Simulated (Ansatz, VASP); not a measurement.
# Ti3SbP: VASP beside Ansatz

File INCAR:

```
SYSTEM = Ti3SbP
PREC = Accurate ; ENCUT = 520
EDIFF = 1E-7 ; ISMEAR = 0
SIGMA = 0.1 ; LREAL = .False.
LASPH = .True. ; NELM = 150
ALGO = Normal ; ISIF = 2
LWAVE = .False. ; LCHARG = .False.
ISPIN = 2 ; MAGMOM = 1 1 1 0 0
LORBIT = 11 ; LMAXMIX = 4
GGA = PE ; NBANDS = 35
```

KPOINTS

```
regular mesh
0
Gamma
  4 4 4
  0 0 0
```

Contents of POSCAR:

```
Ti3SbP
1.0
    4.5720294147      0.0000000000      0.0000000000
    0.0000000000      4.5720294147      0.0000000000
    0.0000000000      0.0000000000      4.5720294147
Ti Sb P
3 1 1
Direct
    0.0000000000      0.5000000000      0.5000000000
    0.5000000000      0.0000000000      0.5000000000
    0.5000000000      0.5000000000      0.0000000000
    0.0000000000      0.0000000000      0.0000000000
    0.5000000000      0.5000000000      0.5000000000
```

Input for Ansatz:

```yaml
crystal:
  lattice:
    - [4.5720294147, 0.0, 0.0]
    - [0.0, 4.5720294147, 0.0]
    - [0.0, 0.0, 4.5720294147]
  atoms:
    - { symbol: Ti, position: [0.0, 0.5, 0.5], spin: 1.0 }
    - { symbol: Ti, position: [0.5, 0.0, 0.5], spin: 1.0 }
    - { symbol: Ti, position: [0.5, 0.5, 0.0], spin: 1.0 }
    - { symbol: Sb, position: [0.0, 0.0, 0.0] }
    - { symbol: P, position: [0.5, 0.5, 0.5] }
basis:
  ecutwfc: 420
kpoints:
  mp_grid: { grid: [4, 4, 4] }
hamiltonian:
  xc: pbe
scf:
  occupations: { method: gaussian, width: 0.1 }
  lower_state_search: "off"
output:
  forces: true
  stress: true
  eigenvalues: true
  populations: true
magnetization:
  spin_polarized: true
```

Change from the starting cell: species swapped into the GdBPd3 type (Pm-3m, No. 221).

Alike in both runs: task single point; functional PBE; k mesh 4 × 4 × 4; occupations gaussian, width 0.1 eV; collinear spin.

|  | VASP | Ansatz |
| --- | --- | --- |
| version | VASP 6.6.1 | Ansatz 0.2.0 |
| potentials or method | VASP PAW PBE potentials, release 64 (Ti_sv, Sb, P), cutoff 520 eV | scalar-relativistic, plane waves, PAW |
| valence electrons in the cell | 46 | 56 |

|  | VASP | Ansatz | Ansatz less VASP |
| --- | --- | --- | --- |
| gap on the k mesh at the Fermi level (eV) | none | none | - |
| pressure (GPa) | 0.3 | 1.2 | +0.91 |
| net moment per atom (μB) | 0.00 | 0.46 | +0.465 |
| size of the moment on the site where the two differ most (μB) | 0.00 | 0.48 | +0.478 |

The net moments are unlike, so the other rows may belong to different states. Site moments also hang on the region over which each program counts them. A gap of «none» marks a metal or a gap that the smearing closes. VASP's potentials hold 46 valence electrons a cell and Ansatz's 56, so a difference there can come from the potentials and not from the codes.

Neither program's run includes spin-orbit coupling.
